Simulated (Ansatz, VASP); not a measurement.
AlTl2 in VASP and in Ansatz

```
Al Tl
1.0
     5.47347    0.00000    0.00000
    -2.73674    4.74016    0.00000
     0.00000    0.00000    3.19972
Al Tl
1 2
Direct
  0.00000 0.00000 0.00000
  0.33333 0.66667 0.50000
  0.66667 0.33333 0.50000
```

Change from the starting cell: species swapped into the LuSi2 type (P6/mmm, No. 191).

Alike in both runs: task relaxation of cell and atoms; functional PBE; k mesh 12 × 12 × 14; occupations gaussian, width 0.1 eV; no spin polarisation.

```csv
,VASP,Ansatz
version,VASP 6.6.1,Ansatz 0.2.0
potentials or method,"VASP PAW PBE potentials, release 64 (Al, Tl_d), cutoff 600 eV","scalar-relativistic, plane waves, PAW"
valence electrons in the cell,29,29
```

Ansatz gave:

- gap on the k mesh at the Fermi level, each at its own relaxed structure (eV): none
- relaxed volume (Å³/atom): 27.89
- relaxed length of the cell vector where the two differ most in proportion (Å): 5.555

Estimate VASP's values.

gap on the k mesh at the Fermi level, each at its own relaxed structure (eV): none; relaxed volume (Å³/atom): 27.91; relaxed length of the cell vector where the two differ most in proportion (Å): 5.557.

A gap of «none» marks a metal or a gap that the smearing closes.

Neither program's run includes spin-orbit coupling.
